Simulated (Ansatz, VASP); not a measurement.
# LiH: VASP beside Ansatz

File POSCAR:

```
LiH
1.0
    2.5016587118      0.0716725221      0.0000000000
    0.0716725221      2.5016587118      0.0000000000
    0.0000000000      0.0000000000      2.5016587118
Li H
1 1
Direct
    0.0000000000      0.0000000000      0.0000000000
    0.5000000000      0.5000000000      0.5000000000
```

The input INCAR.step1:

```
SYSTEM = LiH
PREC = Accurate
ENCUT = 520
EDIFF = 1E-5
ISMEAR = 0
SIGMA = 0.01
LREAL = .False.
LASPH = .True.
NELM = 100
ALGO = Normal
ISIF = 2
LWAVE = .True.
LCHARG = .False.
NBANDS = 9
GGA = PE
```

File INCAR.step2:

```
SYSTEM = LiH
PREC = Accurate
ENCUT = 520
EDIFF = 1E-6
ISMEAR = 0
SIGMA = 0.01
LREAL = .False.
LASPH = .True.
NELM = 100
ALGO = Normal
ISIF = 2
LWAVE = .False.
LCHARG = .False.
GGA = PE
LHFCALC = .True.
HFSCREEN = 0.2079
PRECFOCK = Normal
NBANDS = 9
ISTART = 1
```

KPOINTS

```
regular mesh
0
Gamma
  8 8 8
  0 0 0
```

Input for Ansatz:

```yaml
crystal:
  lattice:
    - [2.5016587118, 0.0716725221, 0.0]
    - [0.0716725221, 2.5016587118, 0.0]
    - [0.0, 0.0, 2.5016587118]
  atoms:
    - { symbol: Li, position: [0.0, 0.0, 0.0] }
    - { symbol: H, position: [0.5, 0.5, 0.5] }
kpoints:
  mp_grid: { grid: [8, 8, 8] }
  band_path:
    path:
      - [0.0, 0.0, 0.0]
      - [0.0, 0.5, 0.0]
      - [0.5, 0.5, 0.0]
      - [0.5, 0.5, 0.5]
      - [0.0, 0.0, 0.5]
    npoints: 1
hamiltonian:
  xc: hse06
scf:
  occupations: { method: fixed }
  n_extra_bands: 4
output:
  forces: true
  stress: true
  eigenvalues: true
```

Change from the starting cell: shear_xy strain +5.7%.

Alike in both runs: task single point; functional HSE06; k mesh 8 × 8 × 8; no spin polarisation.

|  | VASP | Ansatz |
| --- | --- | --- |
| version | VASP 6.6.1 | Ansatz 0.2.0 |
| potentials or method | VASP PAW PBE potentials, release 64 (Li_sv, H) | plane waves, PAW |
| plane-wave cutoff (eV) | 520 | 420 |
| occupations | gaussian, width 0.01 eV | fixed |
| valence electrons in the cell | 4 | 4 |

|  | VASP | Ansatz | Ansatz less VASP |
| --- | --- | --- | --- |
| gap on the k mesh at the Fermi level (eV) | 1.50 | 1.48 | -0.022 |

Ansatz's warnings: stress exchange threshold loose, stress scf threshold loose.

Noted on VASP's run: the cutoff is short for stress, so the pressure is rough.
